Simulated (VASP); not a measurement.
# W in VASP: single point with PBE

Aim: the single point of W with PBE.

Everything below comes from runs of VASP 6.6.1. Logs are shortened: lines on timing, memory, paths and dates and some standing lists are left out, and cuts for length are marked.

**1. The cell of the first run**

The typed cell holds 6 atoms: a = 5.761 Å, b = 8.147 Å, c = 2.732 Å, α = 119.78°, β = 110.56°, γ = 90.00°.

**2. Single point, PBE**

File INCAR:

```
SYSTEM = W
ALGO = Fast ; EDIFF = 1E-6
ENCUT = 520 ; GGA = PE
ISIF = 2 ; ISMEAR = 0
LASPH = .TRUE. ; LCHARG = .TRUE.
LELF = .TRUE. ; LREAL = .FALSE.
LVHAR = .TRUE. ; LWAVE = .FALSE.
NBANDS = 51 ; NELM = 100
PREC = Accurate ; SIGMA = 0.1
```

File KPOINTS:

```
k-points
0
G
  6 5 16
  0 0 0
```

File POSCAR:

```
W
1.0
    5.7610694238     -0.0000001447      0.0011837329
   -0.0000002046      8.1473824414      0.0019914123
   -0.9597393565     -1.3573750075      2.1677121123
W
6
Direct
    0.0000000000      0.0000000000      0.0000000000
    0.5000000000      0.0000000000      0.0000000000
    0.3333333333      0.3333333333      0.0000000000
    0.1666666667      0.6666666667      0.0000000000
    0.8333333333      0.3333333333      0.0000000000
    0.6666666667      0.6666666667      0.0000000000
```

Potentials or basis: VASP PAW PBE potentials, release 64 (W_sv).

The run is started by

```
cat potpaw_PBE.64/W_sv/POTCAR > POTCAR
mpirun -np 1 vasp_std > vasp.out
```

OUTCAR:

```text
SYSTEM = W
   EDIFF = 1E-6
   ENCUT = 520
   GGA = PE
   ISIF = 2
   ISMEAR = 0
   LASPH = .TRUE.
   LREAL = .FALSE.
   NELM = 100
   PREC = Accurate

 ion  position               nearest neighbor table
   1  0.000  0.000  0.000-   3 2.73   6 2.73   5 2.88   4 2.88   2 2.88   2 2.88   5 3.20   4 3.20
                             2 3.20   2 3.20   3 3.33   6 3.33
   2  0.500  0.000  0.000-   5 2.73   4 2.73   6 2.88   3 2.88   1 2.88   1 2.88   6 3.20   3 3.20
                             1 3.20   1 3.20   5 3.33   4 3.33
   3  0.333  0.333  0.000-   1 2.73   6 2.73   2 2.88   5 2.88   5 2.88   4 2.88   2 3.20   4 3.20
                             5 3.20   5 3.20   1 3.33   6 3.33
   4  0.167  0.667  0.000-   2 2.73   5 2.73   1 2.88   6 2.88   6 2.88   3 2.88   1 3.20   3 3.20
                             6 3.20   6 3.20   2 3.33   5 3.33
   5  0.833  0.333  0.000-   2 2.73   4 2.73   1 2.88   3 2.88   3 2.88   6 2.88   1 3.20   6 3.20
                             3 3.20   3 3.20   2 3.33   4 3.33
   6  0.667  0.667  0.000-   1 2.73   3 2.73   2 2.88   4 2.88   4 2.88   5 2.88   2 3.20   5 3.20
                             4 3.20   4 3.20   1 3.33   3 3.33
[... 11 lines left out ...]
 A1 = (   0.9597393565,   1.3573750075,  -2.1677121123)
 A2 = (   6.7208087803,   1.3573748628,  -2.1665283794)
 A3 = (  -1.9221117932,  -2.7178822667,  -8.6740235944)

Analysis of symmetry for initial positions (statically):
=====================================================================
 Subroutine PRICEL returns following result:

  LATTYP: Found a triclinic cell.
 ALAT       =     2.8805347733
 B/A-ratio  =     1.6329931615
 C/A-ratio  =     0.9489322897
 COS(alpha) =     0.0000419606
 COS(beta)  =     0.3515955234
 COS(gamma) =     0.8164965809

  Lattice vectors:

 A1 = (  -2.8805347125,   0.0000000715,  -0.0005918665)
 A2 = (  -3.8407130182,   2.7157942425,  -0.0001253512)
 A3 = (  -0.9606170503,  -1.3584190919,  -2.1687704940)

   6 primitive cells build up your supercell.

 Routine SETGRP: Setting up the symmetry group for a
 triclinic supercell.

 Subroutine GETGRP returns: Found  2 space group operations
 (whereof  2 operations were pure point group operations)
 out of a pool of  2 trial point group operations.

The static configuration has the point symmetry S_2 .

Analysis of symmetry for dynamics (positions and initial velocities):
=====================================================================
 Subroutine PRICEL returns following result:

  LATTYP: Found a triclinic cell.
 ALAT       =     2.8805347733
 B/A-ratio  =     1.6329931615
 C/A-ratio  =     0.9489322897
[... 117 lines left out ...]
   EDIFF  = 0.1E-05   stopping-criterion for ELM
   LREAL  =      F    real-space projection
   EDIFFG = 0.1E-04   stopping-criterion for IOM
   NSW    =      0    number of steps for IOM
   IBRION =     -1    ionic relax: 0-MD 1-quasi-New 2-CG
   NFREE  =      0    steps in history (QN), initial steepest desc. (CG)
   ISIF   =      2    stress and relaxation
   ISYM   =      2    0-nonsym 1-usesym 2-fastsym
   POTIM  = 0.5000    time-step for ionic-motion
   TEBEG  =    0.0;   TEEND  =   0.0 temperature during run
   PSTRESS=    0.0 pullay stress
   NELECT =      84.0000    total number of electrons
   NUPDOWN=      -1.0000    fix difference up-down
   EMIN   =  10.00;   EMAX   =-10.00  energy-range for DOS
   EFERMI =   0.00;   METHOD = LEGACY
   ISMEAR =     0;   SIGMA  =   0.10  broadening in eV -4-tet -1-fermi 0-gaus
   EFERMI_NEDOS =   21; number of points for ismear=-14 and -15
   IALGO  =     68    algorithm
   IMIX   =      4    mixing-type and parameters
     AMIX     =   0.40;   BMIX     =  1.00
     AMIX_MAG =   1.60;   BMIX_MAG =  1.00
  volume/ion in A,a.u.               =      16.96       114.47
  Fermi-wavevector in a.u.,A,eV,Ry     =   1.535648  2.901954 32.085458  2.358215
  Thomas-Fermi vector in A             =   2.642407
   LORBIT       =      0    0 simple, 1 ext, 2 COOP (PROOUT), +10 PAW based schemes
   GGA     = PE    functional components
   LHFCALC =     F    Hartree Fock is set to
   AEXX    =    0.0000 exact exchange contribution
   IVDW    =     0    specifies the selected vdW correction
   LEPSILON=     F    determine dielectric tensor
   LRPA    =     F    only Hartree local field effects (RPA)
 non-spin polarized calculation
 RMM-DIIS sequential band-by-band and
 Gauss-broadening in eV      SIGMA  =   0.10
  energy-cutoff  :      520.00
  volume of cell :      101.77
 maximum number of plane-waves:      2766
 NGX is ok and might be reduce to    48
   NGX = 21   NGY = 31   NGZ = 11

 number of electron      83.9999994 magnetization

 Free energy of the ion-electron system (eV)
  ---------------------------------------------------
  ext. energy  EPLUGINS =         0.00000000
  ---------------------------------------------------
  free energy    TOTEN  =       -77.20928318 eV

  energy without entropy =      -77.19441359  energy(sigma->0) =      -77.20184839

 E-fermi :  10.5038     XC(G=0): -13.2568

 val. band max:       10.5012622212   @ k =   0.5000   0.0000   0.3125
 cond. band min:      10.5045443144   @ k =   0.5000  -0.0000   0.1875
 fundamental gap:      0.0032820932
 Fermi energy:        10.5038456396

 k-point     1 :       0.0000    0.0000    0.0000
  band No.  band energies     occupation
      1     -63.7901      2.00000
      2     -63.7144      2.00000
      3     -63.7140      2.00000
      4     -63.7140      2.00000
      5     -63.6950      2.00000
      6     -63.6950      2.00000
[... 1285 lines left out ...]
     50      12.4347      0.00000
     51      12.9118      0.00000

 [... further k-points ...]
[... 5 lines left out ...]
  --------------------------------------------------------------------------------------
  -------------------------------------------------------------------------------------
  Total      -11.4059186    -11.8932245      0.3146079     -0.0907516     -0.0011035     -0.0014130
  in kB     -179.5610229   -187.2325786      4.9528070     -1.4286836     -0.0173715     -0.0222443
  external PRESSURE =    -120.6135982 kB  Pullay stress =       0.0000000 kB

 VOLUME and BASIS-vectors are now :
 -----------------------------------------------------------------------------
  energy-cutoff  :      520.00
  volume of cell :      101.77
      direct lattice vectors                 reciprocal lattice vectors
     5.761069424 -0.000000145  0.001183733     0.173563097 -0.000018775  0.076832089
    -0.000000205  8.147382441  0.001991412    -0.000015785  0.122720026  0.076837669
    -0.959739356 -1.357375007  2.167712112    -0.000094764 -0.000112729  0.461203326

 POSITION                                       TOTAL-FORCE (eV/Angst)
 -----------------------------------------------------------------------------------
      0.00000      0.00000      0.00000        -0.000000     -0.000000     -0.000000
      2.88053     -0.00000      0.00059        -0.000000      0.000000      0.000000
      1.92036      2.71579      0.00106         0.000000     -0.000000     -0.000000
      0.96018      5.43159      0.00152        -0.000000      0.000000     -0.000000
      4.80089      2.71579      0.00165         0.000000     -0.000000      0.000000
      3.84071      5.43159      0.00212        -0.000000     -0.000000      0.000000
 -----------------------------------------------------------------------------------
    total drift:                                0.000000      0.000000     -0.000000

  FREE ENERGIE OF THE ION-ELECTRON SYSTEM (eV)
  ---------------------------------------------------
  free  energy   TOTEN  =       -77.2092831843 eV

  energy  without entropy=      -77.1944135870  energy(sigma->0) =      -77.20184839
```

Run time: 32 min. Hardware: 1 thread of AMD EPYC 9755, shared host; peak memory 0.81 GiB.

Results:

```yaml
Free_energy: -77.2093 eV
Pressure: -12.1 GPa
Band_gap_on_the_k_mesh: zero (bands 42 and 43 overlap by 2.34 eV)
```

Levels at points of the mesh, in eV from the Fermi level:
```csv
k point,band 39,band 40,band 41,band 42,band 43,band 44,band 45,band 46
"(0.00, 0.00, 0.00)",-1.41,-1.41,-1.01,-0.62,0.04,1.65,1.65,1.78
"(0.50, 0.00, 0.00)",-2.14,-2.14,-1.91,-1.91,1.01,1.01,1.43,1.43
"(0.00, 0.00, 0.50)",-1.61,-1.61,0.23,0.23,1.35,1.35,1.35,1.93
"(0.50, 0.00, 0.50)",-1.68,-1.68,-0.72,-0.72,1.18,1.18,1.61,1.61
```

Caveat: the stress differs along the axes, from -19 to 0 GPa; spin-orbit coupling is left out, which moves the levels of the heavy elements.
